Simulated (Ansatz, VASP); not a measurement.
# Hf: VASP beside Ansatz

INCAR

```
ALGO = Normal
EDIFF = 1E-6
ENCUT = 520
GGA = PE
ISIF = 2
ISMEAR = -1
LASPH = T
LCHARG = F
LREAL = F
LWAVE = F
NBANDS = 17
NELM = 100
PREC = Accurate
SIGMA = 0.05
```

Contents of KPOINTS:

```
k-points
0
Gamma
  14 14 8
```

Contents of POSCAR:

```
Hf
1.0
    2.9326328685      0.0000000000      0.0000000000
   -1.4663164342      2.5397345641      0.0000000000
    0.0000000000      0.0000000000      4.7169026920
Hf
2
Direct
    0.3333333333      0.6666666667      0.2500000000
    0.6666666667      0.3333333333      0.7500000000
```

Input for Ansatz:

```yaml
crystal:
  lattice:
    - [2.9326328685, 0.0, 0.0]
    - [-1.4663164342, 2.5397345641, 0.0]
    - [0.0, 0.0, 4.716902692]
  atoms:
    - { symbol: Hf, position: [0.3333333333, 0.6666666667, 0.25] }
    - { symbol: Hf, position: [0.6666666667, 0.3333333333, 0.75] }
kpoints:
  mp_grid: { grid: [14, 14, 8] }
scf:
  occupations: { method: fermi_dirac, width: 0.05 }
hamiltonian:
  xc: pbe
  pseudopotentials: { kind: nc }
output:
  forces: true
  stress: true
  eigenvalues: true
```

Change from the starting cell: volume scaled by 0.78, norm-conserving files.

Alike in both runs: task single point; functional PBE; k mesh 14 × 14 × 8; occupations fermi-dirac, width 0.05 eV; no spin polarisation.

|  | VASP | Ansatz |
| --- | --- | --- |
| version | VASP 6.6.1 | Ansatz 0.2.0 |
| potentials or method | VASP PAW PBE potentials, release 64 (Hf_pv) | norm-conserving pseudopotentials, scalar-relativistic |
| plane-wave cutoff (eV) | 520 | 1143 |
| valence electrons in the cell | 20 | 52 |

VASP gave:

```
pressure (GPa)                                                : 39.8
traceless stress, the component that is largest in VASP (GPa) : -0.19
```

**Question.** Estimate Ansatz's values.

**Answer.** Pressure (GPa): 40.4; traceless stress, the component that is largest in VASP (GPa): 0.01.

Both programs put the cell under a high pressure, so it lies far from rest at this level. VASP's potentials hold 20 valence electrons a cell and Ansatz's 52, so a difference there can come from the potentials and not from the codes.

Spin-orbit coupling is off throughout.
